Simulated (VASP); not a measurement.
# Ti (P6/mmm) in VASP: a series of runs, part 2 of 3

VASP 6.6.1. The steps go on from the part before.

**3. Single point, PBEsol**

This run uses another cell than the first one, of 16.20 Å³/atom, 1.002 times its volume.

Input file INCAR:

```
SYSTEM = Ti
ALGO = Fast
EDIFF = 1E-6
ENCUT = 520
GGA = PS
ISIF = 2
ISMEAR = 0
LASPH = .True.
LCHARG = .True.
LELF = .True.
LREAL = .False.
LVHAR = .True.
LWAVE = .False.
NBANDS = 25
NELM = 80
PREC = Accurate
SIGMA = 0.15
```

Input file KPOINTS:

```
k-points
0
Gamma
  12 12 14
  0 0 0
```

Input file POSCAR:

```
Ti
1.0
    4.4336000000      0.0000000000      0.0000000000
   -2.2168000000      3.8396102302      0.0000000000
    0.0000000000      0.0000000000      2.8543000000
Ti
3
Direct
    0.0000000000      0.0000000000      0.0000000000
    0.3333333333      0.6666666667      0.5000000000
    0.6666666667      0.3333333333      0.5000000000
```

Potentials or basis: VASP PAW PBE potentials, release 64 (Ti_sv).

The run is started by

```bash
$ cat potpaw_PBE.64/Ti_sv/POTCAR > POTCAR
$ mpirun -np 1 vasp_std > vasp.out
```

OUTCAR:

```text
SYSTEM = Ti
   EDIFF = 1E-6
   ENCUT = 520
   GGA = PS
   ISIF = 2
   ISMEAR = 0
   LASPH = .True.
   LREAL = .False.
   NELM = 80
   PREC = Accurate

 ion  position               nearest neighbor table
   1  0.000  0.000  0.000-
   2  0.333  0.667  0.500-   3 2.56   3 2.56   3 2.56
   3  0.667  0.333  0.500-   2 2.56   2 2.56   2 2.56

  LATTYP: Found a hexagonal cell.
 ALAT       =     4.4336000000
 C/A-ratio  =     0.6437883436

  Lattice vectors:

 A1 = (   4.4336000000,   0.0000000000,   0.0000000000)
 A2 = (  -2.2168000000,   3.8396102302,   0.0000000000)
 A3 = (   0.0000000000,   0.0000000000,   2.8543000000)

Analysis of symmetry for initial positions (statically):
=====================================================================
 Subroutine PRICEL returns:
 Original cell was already a primitive cell.

 Routine SETGRP: Setting up the symmetry group for a
 hexagonal supercell.

 Subroutine GETGRP returns: Found 24 space group operations
 (whereof 24 operations were pure point group operations)
 out of a pool of 24 trial point group operations.

The static configuration has the point symmetry D_6h.

Analysis of symmetry for dynamics (positions and initial velocities):
=====================================================================
 Subroutine PRICEL returns:
 Original cell was already a primitive cell.

 Routine SETGRP: Setting up the symmetry group for a
 hexagonal supercell.

 Subroutine GETGRP returns: Found 24 space group operations
 (whereof 24 operations were pure point group operations)
 out of a pool of 24 trial point group operations.

The dynamic configuration has the point symmetry D_6h.

 Subroutine INISYM returns: Found 24 space group operations
 (whereof 24 operations are pure point group operations),
 and found     1 'primitive' translations

----------------------------------------------------------------------------------------

                                     Primitive cell

  volume of cell :      48.5896

  direct lattice vectors                    reciprocal lattice vectors
     4.433600000  0.000000000  0.000000000     0.225550343  0.130221551  0.000000000
    -2.216800000  3.839610230  0.000000000     0.000000000  0.260443102  0.000000000
     0.000000000  0.000000000  2.854300000     0.000000000  0.000000000  0.350348597

  length of vectors
     4.433600000  4.433600000  2.854300000     0.260443102  0.260443102  0.350348597

  position of ions in fractional coordinates (direct lattice)
     0.000000000  0.000000000  0.000000000
     0.333333333  0.666666667  0.500000000
     0.666666667  0.333333333  0.500000000

  ion indices of the primitive-cell ions
   primitive index   ion index
                 1           1
                 2           2
                 3           3

----------------------------------------------------------------------------------------

 KPOINTS: k-points

Automatic generation of k-mesh.
 Grid dimensions read from file:
 generate k-points for:   12   12   14

 Generating k-lattice:

  Cartesian coordinates                     Fractional coordinates (reciprocal lattice)
     0.018795862  0.010851796  0.000000000     0.083333333  0.000000000  0.000000000
     0.000000000  0.021703592  0.000000000     0.000000000  0.083333333  0.000000000
     0.000000000  0.000000000  0.025024900     0.000000000  0.000000000  0.071428571

  Length of vectors
     0.021703592  0.021703592  0.025024900

  Shift w.r.t. Gamma in fractional coordinates (k-lattice)
     0.000000000  0.000000000  0.000000000

 Subroutine IBZKPT returns following result:
 ===========================================

 Found    152 irreducible k-points:

 Following reciprocal coordinates:
            Coordinates               Weight
  0.000000  0.000000  0.000000      1.000000
  0.083333  0.000000  0.000000      6.000000
  0.166667  0.000000  0.000000      6.000000
  0.250000  0.000000  0.000000      6.000000
  0.333333  0.000000  0.000000      6.000000
  0.416667  0.000000  0.000000      6.000000
[... 16 lines left out ...]
  0.250000  0.000000  0.071429     12.000000
  0.333333  0.000000  0.071429     12.000000
 [... further k-points ...]
   k-points           NKPTS =    152   k-points in BZ     NKDIM =    152   number of bands    NBANDS=     25
   number of dos      NEDOS =    301   number of ions     NIONS =      3
   total plane-waves  NPLWV =  31104
   dimension x,y,z NGX =    36 NGY =   36 NGZ =   24
   dimension x,y,z NGXF=    72 NGYF=   72 NGZF=   48
   ions per type =               3
   NGX,Y,Z   is equivalent  to a cutoff of  13.50, 13.50, 13.98 a.u.
   NGXF,Y,Z  is equivalent  to a cutoff of  27.00, 27.00, 27.96 a.u.
 SYSTEM =  Ti
   PREC   = accura    normal or accurate (medium, high low for compatibility)
   ISTART =      0    job   : 0-new  1-cont  2-samecut
   ICHARG =      2    charge: 1-file 2-atom 10-const
   ISPIN  =      1    spin polarized calculation?
   LNONCOLLINEAR =      F non collinear calculations
   LSORBIT =      F    spin-orbit coupling
   LASPH  =      T    aspherical Exc in radial PAW
   ENCUT  =  520.0 eV  38.22 Ry    6.18 a.u.   8.24  8.24  5.31*2*pi/ulx,y,z
   NELM   =     80;   NELMIN=  2; NELMDL= -5     # of ELM steps
   EDIFF  = 0.1E-05   stopping-criterion for ELM
   LREAL  =      F    real-space projection
   EDIFFG = 0.1E-04   stopping-criterion for IOM
   NSW    =      0    number of steps for IOM
   IBRION =     -1    ionic relax: 0-MD 1-quasi-New 2-CG
   NFREE  =      0    steps in history (QN), initial steepest desc. (CG)
   ISIF   =      2    stress and relaxation
   ISYM   =      2    0-nonsym 1-usesym 2-fastsym
   POTIM  = 0.5000    time-step for ionic-motion
   TEBEG  =    0.0;   TEEND  =   0.0 temperature during run
   PSTRESS=    0.0 pullay stress
   NELECT =      36.0000    total number of electrons
   NUPDOWN=      -1.0000    fix difference up-down
   EMIN   =  10.00;   EMAX   =-10.00  energy-range for DOS
   EFERMI =   0.00;   METHOD = LEGACY
   ISMEAR =     0;   SIGMA  =   0.15  broadening in eV -4-tet -1-fermi 0-gaus
   EFERMI_NEDOS =   21; number of points for ismear=-14 and -15
   IALGO  =     68    algorithm
   IMIX   =      4    mixing-type and parameters
     AMIX     =   0.40;   BMIX     =  1.00
     AMIX_MAG =   1.60;   BMIX_MAG =  1.00
  volume/ion in A,a.u.               =      16.20       109.30
  Fermi-wavevector in a.u.,A,eV,Ry     =   1.481362  2.799369 29.857085  2.194434
  Thomas-Fermi vector in A             =   2.595282
   LORBIT       =      0    0 simple, 1 ext, 2 COOP (PROOUT), +10 PAW based schemes
   GGA     = PS    functional components
   LHFCALC =     F    Hartree Fock is set to
   AEXX    =    0.0000 exact exchange contribution
   IVDW    =     0    specifies the selected vdW correction
   LEPSILON=     F    determine dielectric tensor
   LRPA    =     F    only Hartree local field effects (RPA)
 non-spin polarized calculation
 RMM-DIIS sequential band-by-band and
 Gauss-broadening in eV      SIGMA  =   0.15
  energy-cutoff  :      520.00
  volume of cell :       48.59
 maximum number of plane-waves:      1337
 NGX is ok and might be reduce to    36
   NGX = 17   NGY = 17   NGZ = 11

 number of electron      36.0000004 magnetization

 Free energy of the ion-electron system (eV)
  ---------------------------------------------------
  ext. energy  EPLUGINS =         0.00000000
  ---------------------------------------------------
  free energy    TOTEN  =       -25.04282446 eV

  energy without entropy =      -25.01147916  energy(sigma->0) =      -25.02715181

 E-fermi :   8.8760     XC(G=0): -11.9698

 val. band max:        8.8705809746   @ k =   0.3333   0.1667   0.2857
 cond. band min:       8.8763605170   @ k =   0.2500   0.2500   0.2857
 fundamental gap:      0.0057795424
 Fermi energy:         8.8759677859

 k-point     1 :       0.0000    0.0000    0.0000
  band No.  band energies     occupation
      1     -47.7161      2.00000
      2     -47.4376      2.00000
      3     -47.2087      2.00000
      4     -24.1532      2.00000
      5     -24.1532      2.00000
      6     -24.0916      2.00000
[... 17 lines left out ...]
     24      10.6193      0.00000
     25      10.6347      0.00000

 k-point     2 :       0.0833    0.0000    0.0000
  band No.  band energies     occupation
      1     -47.7144      2.00000
      2     -47.4355      2.00000
      3     -47.2126      2.00000
      4     -24.1988      2.00000
      5     -24.1912      2.00000
      6     -24.0457      2.00000
[... 608 lines left out ...]
 k-point    24 :       0.3333    0.0000    0.0714
  band No.  band energies     occupation
      1     -47.6953      2.00000
      2     -47.4011      2.00000
      3     -47.2605      2.00000
      4     -24.3486      2.00000
      5     -24.1953      2.00000
      6     -23.8872      2.00000
[... 17 lines left out ...]
     24      11.1284      0.00000
     25      11.6523      0.00000

 [... further k-points ...]
[... 5 lines left out ...]
  --------------------------------------------------------------------------------------
  -------------------------------------------------------------------------------------
  Total        1.1767489      1.1767489     -0.9642609      0.0000000      0.0000000     -0.0000000
  in kB       38.8017329     38.8017329    -31.7952244      0.0000000      0.0000000     -0.0000000
  external PRESSURE =      15.2694138 kB  Pullay stress =       0.0000000 kB

 VOLUME and BASIS-vectors are now :
 -----------------------------------------------------------------------------
  energy-cutoff  :      520.00
  volume of cell :       48.59
      direct lattice vectors                 reciprocal lattice vectors
     4.433600000  0.000000000  0.000000000     0.225550343  0.130221551  0.000000000
    -2.216800000  3.839610230  0.000000000     0.000000000  0.260443102  0.000000000
     0.000000000  0.000000000  2.854300000     0.000000000  0.000000000  0.350348597

 POSITION                                       TOTAL-FORCE (eV/Angst)
 -----------------------------------------------------------------------------------
      0.00000      0.00000      0.00000        -0.000000      0.000000     -0.000000
     -0.00000      2.55974      1.42715         0.000000      0.000000      0.000000
      2.21680      1.27987      1.42715        -0.000000      0.000000     -0.000000
 -----------------------------------------------------------------------------------
    total drift:                                0.000000      0.000000     -0.000000

  FREE ENERGIE OF THE ION-ELECTRON SYSTEM (eV)
  ---------------------------------------------------
  free  energy   TOTEN  =       -25.0428244565 eV

  energy  without entropy=      -25.0114791598  energy(sigma->0) =      -25.02715181
```

OSZICAR:

```text
N       E                     dE             d eps       ncg     rms          rms(c)
DAV:   1     0.430517382036E+03    0.43052E+03   -0.18535E+04  7608   0.181E+03
DAV:   2     0.208583846069E+02   -0.40966E+03   -0.40294E+03  7658   0.519E+02
DAV:   3    -0.246941811337E+02   -0.45553E+02   -0.44383E+02 13998   0.148E+02
DAV:   4    -0.281623115262E+02   -0.34681E+01   -0.34482E+01 10749   0.377E+01
[... 43 lines left out ...]
RMM:  48    -0.250428266363E+02    0.29008E-06   -0.12635E-05  5266   0.129E-02    0.154E-02
RMM:  49    -0.250428262680E+02    0.36836E-06   -0.12105E-05  7123   0.157E-02    0.110E-02
RMM:  50    -0.250428257467E+02    0.52125E-06   -0.10725E-05  6366   0.132E-02    0.103E-02
RMM:  51    -0.250428251339E+02    0.61277E-06   -0.10107E-05  5175   0.122E-02    0.110E-02
RMM:  52    -0.250428244565E+02    0.67747E-06   -0.96827E-06  5471   0.124E-02
   1 F= -.25042824E+02 E0= -.25027152E+02  d E =-.313453E-01
```

stdout:

```text
POSCAR found type information on POSCAR Ti
 POSCAR found :  1 types and       3 ions
 scaLAPACK will be used
 -----------------------------------------------------------------------------
|                                                                             |
|                                                                             |
|     You enforced a specific xc type in the INCAR file but a different       |
[... 30 lines left out ...]
WARNING in EDDRMM: call to ZHEGV failed, returncode =   6  3     13
WARNING in EDDRMM: call to ZHEGV failed, returncode =   8  4      9
WARNING in EDDRMM: call to ZHEGV failed, returncode =   8  4      9
WARNING in EDDRMM: call to ZHEGV failed, returncode =   8  4      4
WARNING in EDDRMM: call to ZHEGV failed, returncode =   8  4     23
WARNING in EDDRMM: call to ZHEGV failed, returncode =   8  4     23
WARNING in EDDRMM: call to ZHEGV failed, returncode =   6  3     25
```

It took 5 min on 1 thread of Intel Xeon 6975P-C (Granite Rapids), shared host; peak memory 0.27 GiB.

Results:

```
Free energy            : -25.0428 eV
Pressure               : 1.5 GPa
Band gap on the k mesh : zero (band 18 reaches 9.22 eV, above the bottom of band 19 at 8.73 eV)
```

Caveat: the PAW data sets were made with another functional, which shifts forces and pressure a little.

(Continued in part 3 of 3.)
